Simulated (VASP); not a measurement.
A run of VASP 6.6.1 is set up as follows.

POSCAR

```
CdS
1.0
    4.1500000000      0.0000000000      0.0000000000
   -2.0750000000      3.5940054257      0.0000000000
    0.0000000000      0.0000000000      6.7370000000
Cd S
2 2
Direct
    0.6666666667      0.3333333333      0.5000000000
    0.3333333333      0.6666666667      0.0000000000
    0.6666666667      0.3333333333      0.8750000000
    0.3333333333      0.6666666667      0.3750000000
```

File INCAR.step1:

```
SYSTEM = CdS
PREC = Accurate ; ENCUT = 520
EDIFF = 1E-5 ; ISMEAR = -1
SIGMA = 0.05 ; LREAL = .FALSE.
LASPH = .TRUE. ; NELM = 60
ALGO = Normal ; ISIF = 2
LWAVE = .TRUE. ; LCHARG = .FALSE.
GGA = PE ; NBANDS = 26
```

File INCAR.step2:

```
SYSTEM = CdS
PREC = Accurate ; ENCUT = 520
EDIFF = 1E-7 ; ISMEAR = -1
SIGMA = 0.05 ; LREAL = .FALSE.
LASPH = .TRUE. ; NELM = 60
ALGO = Normal ; ISIF = 2
LWAVE = .FALSE. ; LCHARG = .FALSE.
GGA = PE ; LHFCALC = .TRUE.
AEXX = 0.25 ; HFSCREEN = 0.2
PRECFOCK = Normal ; ISTART = 1
NBANDS = 26
```

KPOINTS

```
regular mesh
0
G
  4 4 2
  0 0 0
```

Potentials or basis: VASP PAW PBE potentials, release 64 (Cd, S).

Launch:

```bash
$ cat potpaw_PBE.64/Cd/POTCAR potpaw_PBE.64/S/POTCAR > POTCAR
$ cp INCAR.step1 INCAR
$ mpirun -np 1 vasp_std > vasp.out
$ cp INCAR.step2 INCAR
$ mpirun -np 1 vasp_std > vasp.out
```

Problem. Predict the band gap on the k mesh.

Solution. 2.25 eV, direct.

Problem. What does it give for the pressure?

Solution. 1.3 GPa.

Forces in eV/Å, atoms in the order of the input:
```
Cd   0.000  0.000 -0.063
Cd   0.000  0.000 -0.063
S    0.000  0.000  0.063
S    0.000  0.000  0.063
```

Caveat: the k points lie up to 0.47 Å⁻¹ apart; the PAW data sets were made with another functional, which shifts forces and pressure a little.
